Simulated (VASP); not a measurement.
# TiAl (Amm2) in VASP: a series of runs

TiAl is run at these levels: r2SCAN; tasks: single point.

Everything below comes from runs of VASP 6.6.1. Logs are shortened: lines on timing, memory, paths and dates and some standing lists are left out, and cuts for length are marked.

### 1 The cell of the first run

The structure is orthorhombic, space group Amm2 (No. 38). Conventional cell: a = 4.678 Å, b = 2.867 Å, c = 5.041 Å, α = 90.00°, β = 90.00°, γ = 90.00°. Within 3.8 Å of Ti (site symmetry mm2) lie 6 Ti at 2.87 to 2.90 Å and 6 Al at 2.87 to 2.88 Å. Al (site symmetry mm2) has 6 Al at 2.87 to 2.90 Å and 6 Ti at 2.87 to 2.88 Å within 3.8 Å.

### 2 Single point, r2SCAN (strain +0.0150 x Voigt [0, 1, 0, 0, 0, 0])

POSCAR

```
TiAl
1.0
    2.8672622327      0.0000000000      0.0000000000
   -1.4336311163      2.5203687618      0.0000000000
    0.0000000000      0.0000000000      4.6780830000
Ti Al
1 1
Direct
    0.0000000000      0.0000000000      0.0000000000
    0.3333333333      0.6666666667      0.5000000000
```

INCAR.step1

```
SYSTEM = TiAl
  PREC = Accurate
  ENCUT = 520
  ISMEAR = 0
  SIGMA = 0.15
  LREAL = .FALSE.
  LASPH = .TRUE.
  NELM = 80
  NBANDS = 14
  GGA = PE
  ALGO = Normal
  EDIFF = 1E-4
  LWAVE = .TRUE.
  LCHARG = .FALSE.
```

INCAR.step2

```
SYSTEM = TiAl
  PREC = Accurate
  ENCUT = 520
  EDIFF = 1E-7
  ISMEAR = 0
  SIGMA = 0.15
  LREAL = .FALSE.
  LASPH = .TRUE.
  NELM = 80
  ALGO = Normal
  ISIF = 2
  LWAVE = .FALSE.
  LCHARG = .FALSE.
  METAGGA = R2SCAN
  LMIXTAU = .TRUE.
  NBANDS = 14
  ISTART = 1
```

KPOINTS

```
Automatic mesh
0
G
  18 18 10
  0 0 0
```

Potentials or basis: VASP PAW PBE potentials, release 64 (Ti_sv, Al).

Command:

```sh
$ cat potpaw_PBE.64/Ti_sv/POTCAR potpaw_PBE.64/Al/POTCAR > POTCAR
$ cp INCAR.step1 INCAR
$ mpirun -np 1 vasp_std > vasp.out
$ cp INCAR.step2 INCAR
$ mpirun -np 1 vasp_std > vasp.out
```

OUTCAR:

```text
SYSTEM = TiAl
   PREC = Accurate
   ENCUT = 520
   EDIFF = 1E-7
   ISMEAR = 0
   LREAL = .FALSE.
   LASPH = .TRUE.
   NELM = 80
   ISIF = 2
   METAGGA = R2SCAN
   ISTART = 1

 ion  position               nearest neighbor table
   1  0.000  0.000  0.000-   2 2.87   2 2.87   2 2.87   2 2.87   2 2.88   2 2.88
   2  0.333  0.667  0.500-   1 2.87   1 2.87   1 2.87   1 2.87   1 2.88   1 2.88

  LATTYP: Found a base centered orthorhombic cell.
 ALAT       =     2.8672622327
 B/A-ratio  =     1.7580315697
 C/A-ratio  =     1.6315504549

  Lattice vectors:

 A1 = (   1.4336311163,  -2.5203687618,   0.0000000000)
 A2 = (   1.4336311164,   2.5203687618,   0.0000000000)
 A3 = (   0.0000000000,   0.0000000000,   4.6780830000)

Analysis of symmetry for initial positions (statically):
=====================================================================
 Subroutine PRICEL returns:
 Original cell was already a primitive cell.

 Routine SETGRP: Setting up the symmetry group for a
 base centered orthorhombic supercell.

 Subroutine GETGRP returns: Found  4 space group operations
 (whereof  4 operations were pure point group operations)
 out of a pool of  8 trial point group operations.

The static configuration has the point symmetry C_2v.

Analysis of symmetry for dynamics (positions and initial velocities):
=====================================================================
 Subroutine PRICEL returns:
 Original cell was already a primitive cell.

 Routine SETGRP: Setting up the symmetry group for a
 base centered orthorhombic supercell.

 Subroutine GETGRP returns: Found  4 space group operations
 (whereof  4 operations were pure point group operations)
 out of a pool of  8 trial point group operations.

The dynamic configuration has the point symmetry C_2v.

 Subroutine INISYM returns: Found  4 space group operations
 (whereof  4 operations are pure point group operations),
 and found     1 'primitive' translations

----------------------------------------------------------------------------------------

                                     Primitive cell

  volume of cell :      33.8064

  direct lattice vectors                    reciprocal lattice vectors
     2.867262233  0.000000000  0.000000000     0.348764751  0.198383668  0.000000000
    -1.433631116  2.520368762  0.000000000     0.000000000  0.396767336  0.000000000
     0.000000000  0.000000000  4.678083000     0.000000000  0.000000000  0.213762774

  length of vectors
     2.867262233  2.899578741  4.678083000     0.401239245  0.396767336  0.213762774

  position of ions in fractional coordinates (direct lattice)
[... 93 lines left out ...]
   EFERMI =   0.00;   METHOD = LEGACY
   ISMEAR =     0;   SIGMA  =   0.15  broadening in eV -4-tet -1-fermi 0-gaus
   EFERMI_NEDOS =   21; number of points for ismear=-14 and -15
   IALGO  =     38    algorithm
   IMIX   =      4    mixing-type and parameters
     AMIX     =   0.40;   BMIX     =  1.00
     AMIX_MAG =   1.60;   BMIX_MAG =  1.00
  volume/ion in A,a.u.               =      16.90       114.07
  Fermi-wavevector in a.u.,A,eV,Ry     =   1.248644  2.359596 21.213018  1.559113
  Thomas-Fermi vector in A             =   2.382721
   LORBIT       =      0    0 simple, 1 ext, 2 COOP (PROOUT), +10 PAW based schemes
   METAGGA = R2SCAN    functional components
   LHFCALC =     F    Hartree Fock is set to
   AEXX    =    0.0000 exact exchange contribution
   IVDW    =     0    specifies the selected vdW correction
   LEPSILON=     F    determine dielectric tensor
   LRPA    =     F    only Hartree local field effects (RPA)
 non-spin polarized calculation
 Gauss-broadening in eV      SIGMA  =   0.15
  energy-cutoff  :      520.00
  volume of cell :       33.81
 maximum number of plane-waves:       933
 NGX is ok and might be reduce to    24
   NGX = 11   NGY = 11   NGZ = 17

 number of electron      14.9999999 magnetization

 Free energy of the ion-electron system (eV)
  ---------------------------------------------------
  ext. energy  EPLUGINS =         0.00000000
  ---------------------------------------------------
  free energy    TOTEN  =       -20.24197471 eV

  energy without entropy =      -20.21600350  energy(sigma->0) =      -20.22898910

 E-fermi :   7.6831     XC(G=0): -11.6809

 val. band max:        7.6815325384   @ k =   0.2778   0.3333   0.3000
 cond. band min:       7.6847311535   @ k =   0.0000   0.1667   0.5000
 fundamental gap:      0.0031986151
 Fermi energy:         7.6831205266

 k-point     1 :       0.0000    0.0000    0.0000
  band No.  band energies     occupation
      1     -51.2183      2.00000
      2     -26.4915      2.00000
      3     -26.0888      2.00000
      4     -26.0739      2.00000
      5      -1.6824      2.00000
      6       5.3000      2.00000
      7       5.6631      2.00000
      8       8.9931      0.00000
      9       9.1888      0.00000
     10      10.6480      0.00000
     11      10.6932      0.00000
     12      11.9032      0.00000
     13      20.9402      0.00000
     14      21.3599      0.00000
[... 377 lines left out ...]
      1     -51.1697      2.00000
      2     -26.4433      2.00000
      3     -26.3741      2.00000
      4     -26.1575      2.00000
      5      -0.0220      2.00000
      6       5.9373      2.00000
      7       6.6486      2.00000
      8       8.0021      0.00264
      9      10.2354      0.00000
     10      10.2407      0.00000
     11      11.1348      0.00000
     12      12.1226      0.00000
     13      13.7376      0.00000
     14      16.6074      0.00000

 [... further k-points ...]

------------------------ aborting loop because EDIFF is reached ----------------------------------------

  FORCE on cell =-STRESS in cart. coord.  units (eV):
  Direction    XX          YY          ZZ          XY          YZ          ZX
  --------------------------------------------------------------------------------------
  -------------------------------------------------------------------------------------
  Total       -0.3095724     -0.6192657     -0.6599597     -0.0000000      0.0000000      0.0000000
  in kB      -14.6714628    -29.3486514    -31.2772486     -0.0000000      0.0000000      0.0000000
  external PRESSURE =     -25.0991209 kB  Pullay stress =       0.0000000 kB

 VOLUME and BASIS-vectors are now :
 -----------------------------------------------------------------------------
  energy-cutoff  :      520.00
  volume of cell :       33.81
      direct lattice vectors                 reciprocal lattice vectors
     2.867262233  0.000000000  0.000000000     0.348764751  0.198383668  0.000000000
    -1.433631116  2.520368762  0.000000000     0.000000000  0.396767336  0.000000000
     0.000000000  0.000000000  4.678083000     0.000000000  0.000000000  0.213762774

 POSITION                                       TOTAL-FORCE (eV/Angst)
 -----------------------------------------------------------------------------------
      0.00000      0.00000      0.00000         0.000000      0.049108      0.000000
     -0.00000      1.68025      2.33904        -0.000000     -0.049108      0.000000
 -----------------------------------------------------------------------------------
    total drift:                               -0.000002     -0.000504     -0.000000

  FREE ENERGIE OF THE ION-ELECTRON SYSTEM (eV)
  ---------------------------------------------------
  free  energy   TOTEN  =       -20.2419747114 eV

  energy  without entropy=      -20.2160034962  energy(sigma->0) =      -20.22898910
```

Run time: 20 min. Hardware: 1 thread of Intel Xeon 8259CL, shared host; peak memory 0.39 GiB.

Results:

```
Free energy            : -20.2420 eV
Pressure               : -2.5 GPa
Largest force          : 0.049 eV/Å
Band gap on the k mesh : zero (an odd number of electrons rules out a gap without spin polarisation)
```

Forces in eV/Å, atoms in the order of the input:
```
Ti   0.000  0.049  0.000
Al   0.000 -0.049  0.000
```

Stress tensor (GPa, compression positive):
```
-1.47  0.00  0.00
 0.00 -2.93  0.00
 0.00  0.00 -3.13
```

Caveat: the cell differs from its parent crystal (strain +0.0150 x Voigt [0, 1, 0, 0, 0, 0]); the PAW data sets were made with another functional, which shifts forces and pressure a little.

### 3 Single point, r2SCAN (strain +0.0175 x Voigt [0, 1, 0, 0, 0, 0])

Edit POSCAR of step 2 so:

```diff
@@ -3,3 +3,3 @@
     2.8672622327      0.0000000000      0.0000000000
-   -1.4336311163      2.5203687618      0.0000000000
+   -1.4336311163      2.5265765667      0.0000000000
     0.0000000000      0.0000000000      4.6780830000
```

INCAR.step1

```
SYSTEM = TiAl
ALGO = Normal ; EDIFF = 1E-4
ENCUT = 520 ; GGA = PE
ISMEAR = 0 ; LASPH = .True.
LCHARG = .False. ; LREAL = .False.
LWAVE = .True. ; NBANDS = 14
NELM = 100 ; PREC = Accurate
SIGMA = 0.15
```

INCAR.step2

```
SYSTEM = TiAl
ALGO = Normal ; EDIFF = 1E-6
ENCUT = 520 ; ISIF = 2
ISMEAR = 0 ; ISTART = 1
LASPH = .True. ; LCHARG = .False.
LMIXTAU = .True. ; LREAL = .False.
LWAVE = .False. ; METAGGA = R2SCAN
NBANDS = 14 ; NELM = 100
PREC = Accurate ; SIGMA = 0.15
```

KPOINTS

```
k-points
0
Gamma
  18 18 10
  0 0 0
```

Potentials or basis: VASP PAW PBE potentials, release 64 (Ti_sv, Al).

Command:

```sh
$ cat potpaw_PBE.64/Ti_sv/POTCAR potpaw_PBE.64/Al/POTCAR > POTCAR
$ cp INCAR.step1 INCAR
$ mpirun -np 1 vasp_std > vasp.out
$ cp INCAR.step2 INCAR
$ mpirun -np 1 vasp_std > vasp.out
```

It took 19 min on 1 thread of Intel Xeon 8259CL, shared host; peak memory 0.39 GiB.

The run converged. Its results:

```
Free energy            : -20.2404 eV
Pressure               : -2.8 GPa
Largest force          : 0.057 eV/Å
Band gap on the k mesh : zero (an odd number of electrons rules out a gap without spin polarisation)
```

Forces on the atoms (eV/Å):
```
Ti   0.000  0.057  0.000
Al   0.000 -0.057  0.000
```

Stress tensor (GPa, compression positive):
```
-1.63  0.00  0.00
 0.00 -3.34  0.00
 0.00  0.00 -3.28
```

Levels at points of the mesh, in eV from the Fermi level:
| k point | band 4 | band 5 | band 6 | band 7 | band 8 | band 9 | band 10 | band 11 | band 12 | band 13 |
| --- | --- | --- | --- | --- | --- | --- | --- | --- | --- | --- |
| (0.00, 0.00, 0.00) | -33.77 | -9.35 | -2.38 | -2.01 | 1.29 | 1.52 | 2.95 | 3.00 | 4.22 | 13.19 |
| (0.50, 0.00, 0.00) | -33.91 | -3.85 | -2.95 | -1.48 | -0.95 | 2.27 | 4.07 | 4.21 | 4.32 | 5.61 |
| (0.00, 0.50, 0.00) | -33.88 | -3.95 | -3.13 | -1.52 | -0.97 | 2.37 | 4.06 | 4.19 | 4.19 | 5.42 |
| (0.00, 0.00, 0.50) | -33.77 | -8.41 | -5.58 | -0.37 | 1.30 | 1.53 | 2.86 | 2.92 | 7.18 | 11.47 |
| (0.50, 0.00, 0.50) | -33.91 | -3.74 | -2.50 | -1.87 | 0.41 | 1.08 | 2.04 | 3.27 | 4.08 | 6.71 |
| (0.00, 0.50, 0.50) | -33.88 | -3.85 | -2.63 | -1.87 | 0.25 | 1.01 | 2.17 | 3.20 | 4.06 | 6.59 |

Caveat: the cell differs from its parent crystal (strain +0.0175 x Voigt [0, 1, 0, 0, 0, 0]); the PAW data sets were made with another functional, which shifts forces and pressure a little.

### 4 Single point, r2SCAN (strain +0.0200 x Voigt [0, 1, 0, 0, 0, 0])

Edit POSCAR of step 3 so:

```diff
@@ -3,3 +3,3 @@
     2.8672622327      0.0000000000      0.0000000000
-   -1.4336311163      2.5265765667      0.0000000000
+   -1.4336311163      2.5327843715      0.0000000000
     0.0000000000      0.0000000000      4.6780830000
```

INCAR.step1

```
SYSTEM = TiAl
PREC = Accurate
ENCUT = 520
ISMEAR = 0
SIGMA = 0.15
LREAL = .FALSE.
LASPH = .TRUE.
NELM = 100
NBANDS = 14
GGA = PE
ALGO = Normal
EDIFF = 1E-4
LWAVE = .TRUE.
LCHARG = .FALSE.
```

INCAR.step2

```
SYSTEM = TiAl
PREC = Accurate
ENCUT = 520
EDIFF = 1E-6
ISMEAR = 0
SIGMA = 0.15
LREAL = .FALSE.
LASPH = .TRUE.
NELM = 100
ALGO = Normal
ISIF = 2
LWAVE = .FALSE.
LCHARG = .TRUE.
METAGGA = R2SCAN
LMIXTAU = .TRUE.
LELF = .TRUE.
LVHAR = .TRUE.
NBANDS = 14
ISTART = 1
```

KPOINTS

```
regular mesh
0
G
  18 18 10
  0 0 0
```

Potentials or basis: VASP PAW PBE potentials, release 64 (Ti_sv, Al).

Command:

```sh
$ cat potpaw_PBE.64/Ti_sv/POTCAR potpaw_PBE.64/Al/POTCAR > POTCAR
$ cp INCAR.step1 INCAR
$ mpirun -np 1 vasp_std > vasp.out
$ cp INCAR.step2 INCAR
$ mpirun -np 1 vasp_std > vasp.out
```

OUTCAR:

```text
SYSTEM = TiAl
   PREC = Accurate
   ENCUT = 520
   EDIFF = 1E-6
   ISMEAR = 0
   LREAL = .FALSE.
   LASPH = .TRUE.
   NELM = 100
   ISIF = 2
   METAGGA = R2SCAN
   ISTART = 1

 ion  position               nearest neighbor table
   1  0.000  0.000  0.000-   2 2.87   2 2.87   2 2.87   2 2.87   2 2.88   2 2.88
   2  0.333  0.667  0.500-   1 2.87   1 2.87   1 2.87   1 2.87   1 2.88   1 2.88

  LATTYP: Found a base centered orthorhombic cell.
 ALAT       =     2.8672622327
 B/A-ratio  =     1.7666918237
 C/A-ratio  =     1.6315504549

  Lattice vectors:
[... 598 lines left out ...]

  FORCE on cell =-STRESS in cart. coord.  units (eV):
  Direction    XX          YY          ZZ          XY          YZ          ZX
  --------------------------------------------------------------------------------------
  -------------------------------------------------------------------------------------
  Total       -0.3796831     -0.7948390     -0.7265979     -0.0000000      0.0000000      0.0000000
  in kB      -17.9059902    -37.4848859    -34.2666123     -0.0000000      0.0000000      0.0000000
  external PRESSURE =     -29.8858295 kB  Pullay stress =       0.0000000 kB

 VOLUME and BASIS-vectors are now :
 -----------------------------------------------------------------------------
  energy-cutoff  :      520.00
  volume of cell :       33.97
      direct lattice vectors                 reciprocal lattice vectors
     2.867262233  0.000000000  0.000000000     0.348764751  0.197411199  0.000000000
    -1.433631116  2.532784372  0.000000000     0.000000000  0.394822398  0.000000000
     0.000000000  0.000000000  4.678083000     0.000000000  0.000000000  0.213762774

 POSITION                                       TOTAL-FORCE (eV/Angst)
 -----------------------------------------------------------------------------------
      0.00000      0.00000      0.00000         0.000000      0.064021      0.000000
     -0.00000      1.68852      2.33904        -0.000000     -0.064021      0.000000
 -----------------------------------------------------------------------------------
    total drift:                               -0.000003     -0.000475     -0.000000

  FREE ENERGIE OF THE ION-ELECTRON SYSTEM (eV)
  ---------------------------------------------------
  free  energy   TOTEN  =       -20.2385510410 eV

  energy  without entropy=      -20.2124719712  energy(sigma->0) =      -20.22551151
```

OUTCAR.step1:

```text
SYSTEM = TiAl
   PREC = Accurate
   ENCUT = 520
   ISMEAR = 0
   LREAL = .FALSE.
   LASPH = .TRUE.
[... 632 lines left out ...]
      0.00000      0.00000      0.00000         0.000000      0.055663      0.000000
     -0.00000      1.68852      2.33904        -0.000000     -0.055663      0.000000
 -----------------------------------------------------------------------------------
    total drift:                                0.000000     -0.000244      0.000000

  FREE ENERGIE OF THE ION-ELECTRON SYSTEM (eV)
  ---------------------------------------------------
  free  energy   TOTEN  =       -12.0933790377 eV

  energy  without entropy=      -12.0644869578  energy(sigma->0) =      -12.07893300
```

Run time: 20 min. Hardware: 1 thread of Intel Xeon 8259CL, shared host; peak memory 0.39 GiB.

What came out:

```
Free energy            : -20.2386 eV
Pressure               : -3.0 GPa
Largest force          : 0.064 eV/Å
Band gap on the k mesh : zero (an odd number of electrons rules out a gap without spin polarisation)
```

Forces in eV/Å, atoms in the order of the input:
```
Ti   0.000  0.064  0.000
Al   0.000 -0.064  0.000
```

Caveat: the cell differs from its parent crystal (strain +0.0200 x Voigt [0, 1, 0, 0, 0, 0]); the PAW data sets were made with another functional, which shifts forces and pressure a little.

### 5 The runs side by side

```tsv
cell	gap on the mesh (eV)	pressure (GPa)	largest force (eV/Å)
a = 2.867, b = 2.900, c = 4.678 Å, angles 90.0, 90.0, 119.6°, 2 atoms	none	-2.5	0.05
a = 2.867, b = 2.905, c = 4.678 Å, angles 90.0, 90.0, 119.6°, 2 atoms	none	-2.8	0.06
a = 2.867, b = 2.910, c = 4.678 Å, angles 90.0, 90.0, 119.5°, 2 atoms	none	-3.0	0.06
```

Alike in all rows: task single point; level r2SCAN; potentials or basis VASP PAW PBE potentials, release 64 (Ti_sv, Al); no spin polarisation; k mesh 18 × 18 × 10; cutoff (eV) 520; smearing gaussian 0.15 eV.

Caveats: the PAW data sets were made with another functional, which shifts forces and pressure a little.

Total energies depend on the potentials used, so only differences within one code and one set of settings carry meaning.
